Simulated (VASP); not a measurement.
A run of VASP 6.6.1:

File INCAR:

```
ALGO     = Fast           # electronic algorithm
EDIFF    = 1E-7           # SCF threshold, eV
ENCUT    = 520            # plane-wave cutoff, eV
GGA      = PS             # functional
ISIF     = 2              # what is computed and relaxed
ISMEAR   = 0              # smearing method
LASPH    = True           # aspherical terms in the spheres
LCHARG   = False          # write CHGCAR
LREAL    = False          # projectors in reciprocal space
LWAVE    = False          # write WAVECAR
NBANDS   = 17             # bands
NELM     = 100            # most SCF steps
PREC     = Accurate       # precision mode
SIGMA    = 0.1            # smearing width, eV
```

The input KPOINTS:

```
k-points
0
Gamma
  10 10 6
```

POSCAR

```
Ba
1.0
    3.6780840527     -2.6051468923      0.0359177373
    3.6780840527      2.6051468923      0.0359177373
    0.0719004518      0.0000000000      7.4622602905
Ba
2
Direct
    0.7269082956      0.2730917044      0.2500000000
    0.2730917044      0.7269082956      0.7500000000
```

Potentials or basis: VASP PAW PBE potentials, release 64 (Ba_sv).

Launch:

```sh
$ cat potpaw_PBE.64/Ba_sv/POTCAR > POTCAR
$ mpirun -np 1 vasp_std > vasp.out
```

Hardware: 1 thread of Intel(R) Xeon(R) 6975P-C (Granite Rapids) (shared host).

**Question.** How long does it take, and how much memory?

**Answer.** Run time: 3.3 min on 1 thread of Intel(R) Xeon(R) 6975P-C (Granite Rapids), with other jobs on the host, peak memory 0.5 GiB. Counts: scf iterations 13, k points 172.
